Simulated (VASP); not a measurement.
Write the native input for VASP 6.6.1 that does the following.

| Quantity | Value |
| --- | --- |
| Task | relaxation of cell and atoms |
| Functional | r2SCAN |
| Potentials or basis | VASP PAW PBE potentials, release 64 (Cd) |
| Cutoff | 550 eV |
| k mesh | 12 × 12 × 12 |
| Occupations | fermi-dirac, width 0.1 eV |
| Spin | no spin polarisation |
| Dipole correction | no |
| Further INCAR settings | ALGO = Normal; EDIFF = 1e-07; IBRION = 2; EDIFFG = -0.01; NSW = 80; ISIF = 3 |

Cd:

```
CELL_PARAMETERS angstrom
0.00000 2.20992 2.20992
2.20992 0.00000 2.20992
2.20992 2.20992 0.00000
ATOMIC_POSITIONS crystal
Cd 0.00000 0.00000 0.00000
```

This isn't the form of Cd at room conditions, which is hcp.

One way to write it, as run:

POSCAR

```
Cd
1.0
    0.0000000000      2.2099191412      2.2099191412
    2.2099191412      0.0000000000      2.2099191412
    2.2099191412      2.2099191412      0.0000000000
Cd
1
Direct
    0.0000000000      0.0000000000      0.0000000000
```

INCAR.step1

```
SYSTEM = Cd
PREC     = Accurate       ! precision mode
ENCUT    = 550            ! plane-wave cutoff, eV
ISMEAR   = -1             ! smearing method
SIGMA    = 0.1            ! smearing width, eV
LREAL    = .FALSE.        ! projectors in reciprocal space
LASPH    = .TRUE.         ! aspherical terms in the spheres
NELM     = 120            ! most SCF steps
GGA      = PE             ! functional
ALGO     = Normal         ! electronic algorithm
EDIFF    = 1E-5           ! SCF threshold, eV
LWAVE    = .TRUE.         ! write WAVECAR
LCHARG   = .FALSE.        ! write CHGCAR
GGA_COMPAT= .FALSE.      
IBRION   = 2              ! ionic algorithm
ISIF     = 3              ! what is computed and relaxed
EDIFFG   = -0.005         ! ionic threshold
NELMIN   = 4            
NSW      = 100            ! ionic steps
```

INCAR.step2

```
SYSTEM = Cd
PREC     = Accurate       ! precision mode
ENCUT    = 550            ! plane-wave cutoff, eV
EDIFF    = 1E-7           ! SCF threshold, eV
ISMEAR   = -1             ! smearing method
SIGMA    = 0.1            ! smearing width, eV
LREAL    = .FALSE.        ! projectors in reciprocal space
LASPH    = .TRUE.         ! aspherical terms in the spheres
NELM     = 120            ! most SCF steps
ALGO     = Normal         ! electronic algorithm
ISIF     = 3              ! what is computed and relaxed
LWAVE    = .FALSE.        ! write WAVECAR
LCHARG   = .FALSE.        ! write CHGCAR
METAGGA  = R2SCAN         ! meta-GGA
LMIXTAU  = .TRUE.       
IBRION   = 2              ! ionic algorithm
NSW      = 80             ! ionic steps
EDIFFG   = -0.01          ! ionic threshold
ISTART   = 1            
GGA_COMPAT= .FALSE.      
NELMIN   = 4
```

KPOINTS

```
regular mesh
0
G
  12 12 12
  0 0 0
```

Potentials or basis: VASP PAW PBE potentials, release 64 (Cd).

The run is started by

```console
$ cat potpaw_PBE.64/Cd/POTCAR > POTCAR
$ cp INCAR.step1 INCAR
$ mpirun -np 1 vasp_std > vasp.out
$ cp INCAR.step2 INCAR
$ mpirun -np 1 vasp_std > vasp.out
```

Results of the run:

```yaml
Relaxed_volume: 21.87 Å³/atom
Relaxed_cell: a = 3.139 Å, b = 3.139 Å, c = 3.139 Å, α = 60.00°, β = 60.00°, γ = 60.00°
Space_group_after_relaxing_to_0.1_Å: Fm-3m (No. 225)
Energy_gained_by_relaxing: 0.5 meV/atom
Ionic_steps: 2
Pressure_after_relaxing: 0.0 GPa
Band_gap_on_the_k_mesh: zero (bands 6 and 7 overlap by 3.45 eV)
```

Caveat: the PAW data sets were made with another functional, which shifts forces and pressure a little.

Run time: 96 s on 1 thread of Intel Xeon 8259CL, with other jobs on the host, peak memory 0.16 GiB.
